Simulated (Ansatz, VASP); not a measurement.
## Cr in VASP and in Ansatz

```
Cr
1.0
    -1.66461    1.66461    1.08200
     1.66461   -1.66461    1.08200
     1.66461    1.66461   -1.08200
Cr
1
Cartesian
  0.0000 0.0000 0.0000
```

Alike in both runs: task single point; functional PBE; k mesh 26 × 26 × 26; occupations gaussian, width 0.15 eV; no spin polarisation.

```csv
,VASP,Ansatz
version,VASP 6.6.1,Ansatz 0.2.0
potentials or method,"VASP PAW PBE potentials, release 64 (Cr_pv), cutoff 520 eV","scalar-relativistic, plane waves, PAW"
valence electrons in the cell,12,14
```

```csv
,VASP,Ansatz,Ansatz less VASP
gap on the k mesh at the Fermi level (eV),none,none,-
pressure (GPa),9.8,9.8,+0.06
"traceless stress, the component that is largest in VASP (GPa)",38.07,37.96,-0.112
```

A gap of «none» marks a metal or a gap that the smearing closes. VASP's potentials hold 12 valence electrons a cell and Ansatz's 14, so a difference there can come from the potentials and not from the codes.
